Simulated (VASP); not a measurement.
A run of VASP 6.6.1:

INCAR

```
SYSTEM = RbCu2
PREC = Accurate
ENCUT = 600
EDIFF = 1E-7
ISMEAR = 0
SIGMA = 0.1
LREAL = .FALSE.
LASPH = .TRUE.
NELM = 60
ALGO = Fast
ISIF = 3
LWAVE = .FALSE.
LCHARG = .FALSE.
GGA = PE
IBRION = 2
NSW = 100
EDIFFG = -0.01
```

KPOINTS

```
Automatic mesh
0
G
  10 10 10
  0 0 0
```

Contents of POSCAR:

```
RbCu2
1.0
    0.0000000000      3.7947206386      3.7947206386
    3.7947206386      0.0000000000      3.7947206386
    3.7947206386      3.7947206386      0.0000000000
Rb Cu
1 2
Direct
    0.0000000000      0.0000000000      0.0000000000
    0.2500000000      0.2500000000      0.2500000000
    0.7500000000      0.7500000000      0.7500000000
```

Potentials or basis: VASP PAW PBE potentials, release 64 (Rb_sv, Cu).

Command:

```bash
$ cat potpaw_PBE.64/Rb_sv/POTCAR potpaw_PBE.64/Cu/POTCAR > POTCAR
$ mpirun -np 1 vasp_std > vasp.out
```

Hardware: 1 thread of Intel Xeon 8259CL (shared host).

**Question.** How long does it take, and how much memory?

**Answer.** Wall time 31 min on 1 thread of Intel Xeon 8259CL (shared host), peak memory 0.4 GiB. Counts: scf iterations 74, k points 47, ion steps 3.
